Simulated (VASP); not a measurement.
Si4F: single point with PBE

The system is Si4F.

```
Si F
1.0
     5.19107    0.00000    0.00000
    -2.59553    4.49559    0.00000
     0.00000    0.00000    4.00250
Si F
4 1
Direct
  0.00000 0.00000 0.50000
  0.50000 0.00000 0.00000
  0.00000 0.50000 0.00000
  0.50000 0.50000 0.00000
  0.00000 0.00000 0.00000
```

The cell was generated, and may not be a known phase.

```yaml
Program: VASP 6.6.1
Task: single point
Functional: PBE
Potentials_or_basis: VASP PAW PBE potentials, release 64 (Si, F)
Cutoff: 520 eV
k_mesh: 6 × 6 × 4
Occupations: gaussian, width 0.1 eV
Spin: collinear spin
Starting_moments: "[0.0, 0.0, 0.0, 0.0, 1.0] μB"
Dipole_correction: no
Further_INCAR_settings: ALGO = Normal; EDIFF = 1e-06; NBANDS = 24
```

| Property | Result |
| --- | --- |
| Pressure | 0.1 GPa |
| Net moment | 0.00 μB per cell |
| Valence electrons inside the program's atomic spheres | Si 1.44, 1.53 (each value once); F 6.11 |

Stress tensor (GPa, compression positive):
```
 0.16  0.00  0.00
 0.00  0.16  0.00
 0.00  0.00 -0.06
```

Levels at points of the mesh, in eV from the Fermi level:
Spin up:
```csv
k point,band 8,band 9,band 10,band 11,band 12,band 13,band 14,band 15,band 16,band 17
"(0.00, 0.00, 0.00)",-4.54,-4.54,-0.98,-0.98,-0.76,3.33,3.33,3.71,3.71,4.36
"(0.50, 0.00, 0.00)",-3.72,-1.63,-0.15,0.51,0.82,1.16,1.55,2.53,2.80,2.94
"(0.00, 0.00, 0.50)",-3.95,-3.95,-0.29,-0.29,-0.01,-0.01,-0.01,1.03,1.03,3.13
"(0.50, 0.00, 0.50)",-3.23,-3.08,-2.75,-1.37,-0.27,1.32,2.14,3.25,3.58,3.87
```
Spin down:
```tsv
k point	band 10	band 11	band 12	band 13	band 14	band 15
(0.00, 0.00, 0.00)	-0.98	-0.98	-0.76	3.33	3.33	3.71
(0.50, 0.00, 0.00)	-0.15	0.51	0.82	1.16	1.55	2.53
(0.00, 0.00, 0.50)	-0.29	-0.29	-0.01	-0.01	-0.01	1.03
(0.50, 0.00, 0.50)	-2.75	-1.37	-0.27	1.32	2.14	3.25
```

It took 77 s on 1 thread of Intel(R) Xeon(R) Platinum 8259CL CPU @ 2.50GHz (Skylake/Cascade Lake), with other jobs on the host, peak memory 0.26 GiB.

Caveat: the k points lie up to 0.39 Å⁻¹ apart.
